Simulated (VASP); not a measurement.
# SnGe2O3 in VASP: single point with PBEsol

Aim: the single point of SnGe2O3 with PBEsol.

Everything below comes from runs of VASP 6.6.1. Logs are shortened: lines on timing, memory, paths and dates and some standing lists are left out, and cuts for length are marked.

**1. The cell of the first run**

The typed cell holds 6 atoms: a = 3.040 Å, b = 3.041 Å, c = 11.276 Å, α = 97.67°, β = 90.00°, γ = 119.99°.

**2. Single point, PBEsol**

File INCAR:

```
SYSTEM = SnGe2O3
PREC = Accurate ; ENCUT = 520
EDIFF = 1E-7 ; ISMEAR = -1
SIGMA = 0.05 ; LREAL = .FALSE.
LASPH = .TRUE. ; NELM = 80
ALGO = Normal ; ISIF = 2
LWAVE = .FALSE. ; LCHARG = .FALSE.
GGA = PS ; NBANDS = 39
```

File KPOINTS:

```
regular mesh
0
G
  6 6 2
  0 0 0
```

File POSCAR:

```
SnGe2O3
1.0
    3.0402546657      0.0003780783      0.0007230668
   -1.5204224374      2.6232968131     -0.2299873761
   -0.0020249388     -0.7602806054     11.2503931550
Sn Ge O
1 2 3
Direct
   -0.3714560257     -0.3711662002     -0.0080095630
    0.1896705628      0.7509645039      0.6730379439
    1.0675770872      0.5070981070      0.3121999105
    0.7019423200      0.7757511763      0.2139812464
    0.5530183317      0.4776894819      0.7640495329
   -0.1704088180      0.0307804844      0.5919597000
```

Potentials or basis: VASP PAW PBE potentials, release 64 (Sn_d, Ge_d, O).

Command:

```
cat potpaw_PBE.64/Sn_d/POTCAR potpaw_PBE.64/Ge_d/POTCAR potpaw_PBE.64/O/POTCAR > POTCAR
mpirun -np 1 vasp_std > vasp.out
```

OUTCAR:

```text
SYSTEM = SnGe2O3
   PREC = Accurate
   ENCUT = 520
   EDIFF = 1E-7
   ISMEAR = -1
   LREAL = .FALSE.
   LASPH = .TRUE.
   NELM = 80
   ISIF = 2
   GGA = PS

 ion  position               nearest neighbor table
   1  0.629  0.629  0.992-   4 2.47   5 2.54
   2  0.190  0.751  0.673-   6 1.97   6 1.97   6 1.97   5 2.03   5 2.03   5 2.03
   3  0.068  0.507  0.312-   4 2.07   4 2.07   4 2.07
   4  0.702  0.776  0.214-   3 2.07   3 2.07   3 2.07   1 2.47
   5  0.553  0.478  0.764-   2 2.03   2 2.03   2 2.03   1 2.54
   6  0.830  0.031  0.592-   2 1.97   2 1.97   2 1.97

  LATTYP: Found a triclinic cell.
 ALAT       =     5.2661444690
 B/A-ratio  =     0.5773208071
 C/A-ratio  =     2.2192151812
 COS(alpha) =     0.0000435772
 COS(beta)  =     0.1510331686
 COS(gamma) =     0.8659767545

  Lattice vectors:

 A1 = (  -4.5600868940,  -2.6240529697,   0.2285412425)
 A2 = (  -3.0402546657,  -0.0003780783,  -0.0007230668)
 A3 = (   0.0026151479,  -4.4866910991, -10.7911414696)

Analysis of symmetry for initial positions (statically):
=====================================================================
 Subroutine PRICEL returns:
 Original cell was already a primitive cell.

 Routine SETGRP: Setting up the symmetry group for a
 triclinic supercell.

 Subroutine GETGRP returns: Found  1 space group operations
 (whereof  1 operations were pure point group operations)
 out of a pool of  2 trial point group operations.

The static configuration has the point symmetry C_1 .

Analysis of symmetry for dynamics (positions and initial velocities):
=====================================================================
 Subroutine PRICEL returns:
 Original cell was already a primitive cell.

 Routine SETGRP: Setting up the symmetry group for a
 triclinic supercell.

 Subroutine GETGRP returns: Found  1 space group operations
 (whereof  1 operations were pure point group operations)
 out of a pool of  2 trial point group operations.

The dynamic configuration has the point symmetry C_1 .

 Subroutine INISYM returns: Found  1 space group operations
 (whereof  1 operations are pure point group operations),
 and found     1 'primitive' translations

----------------------------------------------------------------------------------------

                                     Primitive cell

  volume of cell :      89.2031

  direct lattice vectors                    reciprocal lattice vectors
     3.040254666  0.000378078  0.000723067     0.328892871  0.191762560  0.013018153
    -1.520422437  2.623296813 -0.229987376    -0.000053846  0.383440256  0.025912168
    -0.002024939 -0.760280605 11.250393155    -0.000022239  0.007826194  0.089414658

  length of vectors
     3.040254775  3.040767132 11.276053248     0.380936835  0.384314810  0.089756509

  position of ions in fractional coordinates (direct lattice)
     0.628543974  0.628833800  0.991990437
     0.189670563  0.750964504  0.673037944
     0.067577087  0.507098107  0.312199910
     0.701942320  0.775751176  0.213981246
     0.553018332  0.477689482  0.764049533
     0.829591182  0.030780484  0.591959700

  ion indices of the primitive-cell ions
   primitive index   ion index
                 1           1
                 2           2
                 3           3
                 4           4
                 5           5
                 6           6

----------------------------------------------------------------------------------------

 KPOINTS: regular mesh

Automatic generation of k-mesh.
 Grid dimensions read from file:
 generate k-points for:    6    6    2

 Generating k-lattice:

  Cartesian coordinates                     Fractional coordinates (reciprocal lattice)
     0.054815479  0.031960427  0.002169692     0.166666667 -0.000000000 -0.000000000
    -0.000008974  0.063906709  0.004318695     0.000000000  0.166666667 -0.000000000
    -0.000011119  0.003913097  0.044707329     0.000000000 -0.000000000  0.500000000

  Length of vectors
     0.063489472  0.064052468  0.044878255

  Shift w.r.t. Gamma in fractional coordinates (k-lattice)
     0.000000000  0.000000000  0.000000000

 -----------------------------------------------------------------------------
|                                                                             |
|           W    W    AA    RRRRR   N    N  II  N    N   GGGG   !!!           |
|           W    W   A  A   R    R  NN   N  II  NN   N  G    G  !!!           |
|           W    W  A    A  R    R  N N  N  II  N N  N  G       !!!           |
|           W WW W  AAAAAA  RRRRR   N  N N  II  N  N N  G  GGG   !            |
|           WW  WW  A    A  R   R   N   NN  II  N   NN  G    G                |
|           W    W  A    A  R    R  N    N  II  N    N   GGGG   !!!           |
|                                                                             |
|     Your reciprocal lattice and k-lattice belong to different lattice       |
|     classes:                                                                |
|                                                                             |
|        The reciprocal lattice is base-centered monoclinic,                  |
|        whereas your k-lattice is triclinic.                                 |
|                                                                             |
|     Results are often still useful ...                                      |
|                                                                             |
 -----------------------------------------------------------------------------

 Subroutine IBZKPT returns following result:
 ===========================================

 Found     40 irreducible k-points:

 Following reciprocal coordinates:
            Coordinates               Weight
  0.000000  0.000000  0.000000      1.000000
  0.166667  0.000000 -0.000000      2.000000
  0.166667 -0.166667  0.000000      2.000000
  0.333333 -0.000000  0.000000      2.000000
  0.333333 -0.333333  0.000000      2.000000
  0.500000  0.000000 -0.000000      1.000000
[... 16 lines left out ...]
  0.166667 -0.166667  0.500000      2.000000
  0.333333  0.000000  0.500000      2.000000
 [... further k-points ...]
   k-points           NKPTS =     40   k-points in BZ     NKDIM =     40   number of bands    NBANDS=     39
   number of dos      NEDOS =    301   number of ions     NIONS =      6
   total plane-waves  NPLWV =  48384
   dimension x,y,z NGX =    24 NGY =   24 NGZ =   84
   dimension x,y,z NGXF=    48 NGYF=   48 NGZF=  168
   ions per type =               1   2   3
   NGX,Y,Z   is equivalent  to a cutoff of  13.12, 13.12, 12.38 a.u.
   NGXF,Y,Z  is equivalent  to a cutoff of  26.25, 26.24, 24.77 a.u.
 SYSTEM =  SnGe2O3
   PREC   = accura    normal or accurate (medium, high low for compatibility)
   ISTART =      0    job   : 0-new  1-cont  2-samecut
   ICHARG =      2    charge: 1-file 2-atom 10-const
   ISPIN  =      1    spin polarized calculation?
   LNONCOLLINEAR =      F non collinear calculations
   LSORBIT =      F    spin-orbit coupling
   LASPH  =      T    aspherical Exc in radial PAW
   ENCUT  =  520.0 eV  38.22 Ry    6.18 a.u.   5.65  5.65 20.97*2*pi/ulx,y,z
   NELM   =     80;   NELMIN=  2; NELMDL= -5     # of ELM steps
   EDIFF  = 0.1E-06   stopping-criterion for ELM
   LREAL  =      F    real-space projection
   EDIFFG = 0.1E-05   stopping-criterion for IOM
   NSW    =      0    number of steps for IOM
   IBRION =     -1    ionic relax: 0-MD 1-quasi-New 2-CG
   NFREE  =      0    steps in history (QN), initial steepest desc. (CG)
   ISIF   =      2    stress and relaxation
   ISYM   =      2    0-nonsym 1-usesym 2-fastsym
   POTIM  = 0.5000    time-step for ionic-motion
   TEBEG  =    0.0;   TEEND  =   0.0 temperature during run
   PSTRESS=    0.0 pullay stress
   NELECT =      60.0000    total number of electrons
   NUPDOWN=      -1.0000    fix difference up-down
   EMIN   =  10.00;   EMAX   =-10.00  energy-range for DOS
   EFERMI =   0.00;   METHOD = LEGACY
   ISMEAR =    -1;   SIGMA  =   0.05  broadening in eV -4-tet -1-fermi 0-gaus
   EFERMI_NEDOS =   21; number of points for ismear=-14 and -15
   IALGO  =     38    algorithm
   IMIX   =      4    mixing-type and parameters
     AMIX     =   0.40;   BMIX     =  1.00
     AMIX_MAG =   1.60;   BMIX_MAG =  1.00
  volume/ion in A,a.u.               =      14.87       100.33
  Fermi-wavevector in a.u.,A,eV,Ry     =   1.434383  2.710592 27.993385  2.057456
  Thomas-Fermi vector in A             =   2.553798
   LORBIT       =      0    0 simple, 1 ext, 2 COOP (PROOUT), +10 PAW based schemes
   GGA     = PS    functional components
   LHFCALC =     F    Hartree Fock is set to
   AEXX    =    0.0000 exact exchange contribution
   IVDW    =     0    specifies the selected vdW correction
   LEPSILON=     F    determine dielectric tensor
   LRPA    =     F    only Hartree local field effects (RPA)
 non-spin polarized calculation
  energy-cutoff  :      520.00
  volume of cell :       89.20
 maximum number of plane-waves:      2429
 NGX is ok and might be reduce to    24
   NGX = 11   NGY = 11   NGZ = 41

 number of electron      60.0000004 magnetization

 Free energy of the ion-electron system (eV)
  ---------------------------------------------------
  ext. energy  EPLUGINS =         0.00000000
  ---------------------------------------------------
  free energy    TOTEN  =       -35.73972191 eV

  energy without entropy =      -35.72218198  energy(sigma->0) =      -35.73095195

 E-fermi :   7.1049     XC(G=0): -10.8770

 val. band max:        7.0208330149   @ k =   0.3333  -0.0000   0.0000
 cond. band min:       7.2049117138   @ k =   0.3333   0.1667  -0.0000
 fundamental gap:      0.1840786988
 Fermi energy:         7.1049056402

 k-point     1 :       0.0000    0.0000    0.0000
  band No.  band energies     occupation
      1     -19.8614      2.00000
      2     -19.8273      2.00000
      3     -19.8272      2.00000
      4     -19.7519      2.00000
      5     -19.7519      2.00000
      6     -18.8669      2.00000
[... 31 lines left out ...]
     38      14.7585      0.00000
     39      17.0976      0.00000
[... 964 lines left out ...]
     38      13.5449      0.00000
     39      14.7080      0.00000

 [... further k-points ...]

------------------------ aborting loop because EDIFF is reached ----------------------------------------

  FORCE on cell =-STRESS in cart. coord.  units (eV):
  Direction    XX          YY          ZZ          XY          YZ          ZX
  --------------------------------------------------------------------------------------
  -------------------------------------------------------------------------------------
  Total        0.1330750      0.1259124      0.0303753      0.0002737     -0.0241485     -0.0001767
  in kB        2.3901614      2.2615124      0.5455712      0.0049166     -0.4337321     -0.0031728
  external PRESSURE =       1.7324150 kB  Pullay stress =       0.0000000 kB

 VOLUME and BASIS-vectors are now :
 -----------------------------------------------------------------------------
  energy-cutoff  :      520.00
  volume of cell :       89.20
      direct lattice vectors                 reciprocal lattice vectors
     3.040254666  0.000378078  0.000723067     0.328892871  0.191762560  0.013018153
    -1.520422437  2.623296813 -0.229987376    -0.000053846  0.383440256  0.025912168
    -0.002024939 -0.760280605 11.250393155    -0.000022239  0.007826194  0.089414658

 POSITION                                       TOTAL-FORCE (eV/Angst)
 -----------------------------------------------------------------------------------
      0.95283      0.89566     11.01611         0.000069      0.000070     -0.001387
     -0.56650      1.45838      7.39937        -0.000363     -0.001496     -0.015904
     -0.56618      1.09293      3.39579        -0.000116      0.004817      0.048703
      0.95418      1.87261      2.22947         0.000119     -0.003853     -0.044377
      0.95348      0.67244      8.48639         0.000145      0.002602      0.031563
      2.47417     -0.36900      6.65330         0.000146     -0.002139     -0.018598
 -----------------------------------------------------------------------------------
    total drift:                               -0.000359     -0.001143      0.000881

  FREE ENERGIE OF THE ION-ELECTRON SYSTEM (eV)
  ---------------------------------------------------
  free  energy   TOTEN  =       -35.7397219132 eV

  energy  without entropy=      -35.7221819776  energy(sigma->0) =      -35.73095195
```

Wall time 4.2 min (1 thread of Oxide Virtual Turin-like, shared host); peak memory 0.25 GiB.

Results:

```
Free energy            : -35.7397 eV
Pressure               : 0.2 GPa
Largest force          : 0.049 eV/Å
Band gap on the k mesh : zero (bands 30 and 31 overlap by 2.53 eV)
```

Forces in eV/Å, atoms in the order of the input:
```
Sn   0.000  0.000 -0.001
Ge   0.000 -0.001 -0.016
Ge   0.000  0.005  0.049
O    0.000 -0.004 -0.044
O    0.000  0.003  0.032
O    0.000 -0.002 -0.019
```

Caveat: the k points lie up to 0.40 Å⁻¹ apart, too coarse for converged energies and pressures of a metal; the PAW data sets were made with another functional, which shifts forces and pressure a little; spin-orbit coupling is left out, which moves the levels of the heavy elements.
